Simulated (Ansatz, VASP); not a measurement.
# One calculation of CdS, two programs

POSCAR

```
CdS
1.0
    4.1500000000      0.0000000000      0.0000000000
   -2.0750000000      3.5940054257      0.0000000000
    0.0000000000      0.0000000000      6.7370000000
Cd S
2 2
Direct
    0.6666666667      0.3333333333      0.5000000000
    0.3333333333      0.6666666667      0.0000000000
    0.6666666667      0.3333333333      0.8750000000
    0.3333333333      0.6666666667      0.3750000000
```

File INCAR.step1:

```
SYSTEM = CdS
  PREC = Accurate
  ENCUT = 520
  EDIFF = 1E-5
  ISMEAR = -1
  SIGMA = 0.05
  LREAL = .FALSE.
  LASPH = .TRUE.
  NELM = 60
  ALGO = Normal
  ISIF = 2
  LWAVE = .TRUE.
  LCHARG = .FALSE.
  GGA = PE
  NBANDS = 26
```

The input INCAR.step2:

```
SYSTEM = CdS
  PREC = Accurate
  ENCUT = 520
  EDIFF = 1E-6
  ISMEAR = -1
  SIGMA = 0.05
  LREAL = .FALSE.
  LASPH = .TRUE.
  NELM = 60
  ALGO = Normal
  ISIF = 2
  LWAVE = .FALSE.
  LCHARG = .FALSE.
  METAGGA = R2SCAN
  LHFCALC = .TRUE.
  AEXX = 0.1
  LMIXTAU = .TRUE.
  PRECFOCK = Normal
  ISTART = 1
  NBANDS = 26
```

The input KPOINTS:

```
regular mesh
0
G
  4 4 2
  0 0 0
```

The input input.yaml:

```yaml
crystal:
  lattice:
    - [4.15, 0.0, 0.0]
    - [-2.075, 3.5940054257, 0.0]
    - [0.0, 0.0, 6.737]
  atoms:
    - { symbol: Cd, position: [0.6666666667, 0.3333333333, 0.5] }
    - { symbol: Cd, position: [0.3333333333, 0.6666666667, 0.0] }
    - { symbol: S, position: [0.6666666667, 0.3333333333, 0.875] }
    - { symbol: S, position: [0.3333333333, 0.6666666667, 0.375] }
hamiltonian:
  xc: r2scanh
  pseudopotentials: { kind: paw }
kpoints:
  mp_grid: { grid: [4, 4, 2] }
  band_path:
    path:
      - [[0.0, 0.0, 0.0], [0.5, 0.0, 0.0], [0.3333333333, 0.3333333333, 0.0], [0.0, 0.0, 0.0], [0.0, 0.0, 0.5], [0.5, 0.0, 0.5], [0.3333333333, 0.3333333333, 0.5], [0.0, 0.0, 0.5]]
      - [[0.5, 0.0, 0.5], [0.5, 0.0, 0.0]]
      - [[0.3333333333, 0.3333333333, 0.0], [0.3333333333, 0.3333333333, 0.5]]
    npoints: 4
scf:
  occupations: { method: fermi_dirac, width: 0.05 }
  n_extra_bands: 10
output:
  forces: true
  stress: true
  eigenvalues: true
  fatbands: false
```

Alike in both runs: functional r2SCANh; k mesh 4 × 4 × 2; occupations fermi-dirac, width 0.05 eV; no spin polarisation.

```csv
,VASP,Ansatz
version,VASP 6.6.1,Ansatz 0.2.0
potentials or method,"VASP PAW PBE potentials, release 64 (Cd, S)",Ansatz PAW
plane-wave cutoff (eV),520,500
valence electrons in the cell,36,52
task,single point,band structure
```

```tsv
	VASP	Ansatz	Ansatz less VASP
gap on the k mesh at the Fermi level (eV)	2.26	2.25	-0.012
least direct gap on the mesh (eV)	2.26	2.25	-0.012
pressure (GPa)	0.8	0.5	-0.27
traceless stress, the component that is largest in VASP (GPa)	0.27	0.25	-0.016
rms of the force components (eV/Å)	0.036	0.035	-0.0004
```

VASP's potentials were made for PBE, not for r2SCANh. Atom by atom the forces differ by 0.000 eV/Å (rms over components). The functional is the same, so the differences come from potentials, cutoffs and numerics. VASP's potentials hold 36 valence electrons a cell and Ansatz's 52, so a difference there can come from the potentials and not from the codes.

The k mesh is coarse, so the values compare programs but aren't converged.
